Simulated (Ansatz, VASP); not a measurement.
**Be3TeSe2 in VASP and in Ansatz**

```
Be Te Se
1.0
     4.11596    0.00000    0.00000
    -2.05798    3.56453    0.00000
     0.00000    0.00000    8.84131
Be Te Se
3 1 2
Cartesian
  2.0580 0.0000 4.4207
  -1.0290 1.7823 4.4207
  1.0290 1.7823 4.4207
  0.0000 0.0000 0.0000
  0.0000 0.0000 5.9760
  0.0000 0.0000 2.8653
```

Alike in both runs: functional PBE; k mesh 3 × 3 × 2; occupations gaussian, width 0.15 eV; no spin polarisation.

Ansatz relaxed the structure, and its values are those at the end. VASP's run is a single point on that final structure, the one shown.

|  | VASP | Ansatz |
| --- | --- | --- |
| version | VASP 6.6.1 | Ansatz 0.2.0 |
| potentials or method | VASP PAW PBE potentials, release 64 (Be, Te, Se), cutoff 600 eV | scalar-relativistic, plane waves, PAW |
| valence electrons in the cell | 24 | 54 |

VASP gave:

```
gap on the k mesh at the Fermi level (eV) : none
pressure (GPa)                            : -0.1
rms of the force components (eV/Å)        : 0.018
```

Question: What did Ansatz give for the same quantities?

Answer: gap on the k mesh at the Fermi level (eV): none; pressure (GPa): -0.1; rms of the force components (eV/Å): 0.013.

A gap of «none» marks a metal or a gap that the smearing closes. With one functional, cell and mesh, what is left measures potentials, basis and numerics. VASP's potentials hold 24 valence electrons a cell and Ansatz's 54, so a difference there can come from the potentials and not from the codes.

The k mesh is coarse, so the values compare programs but aren't converged. Spin-orbit coupling is off throughout.
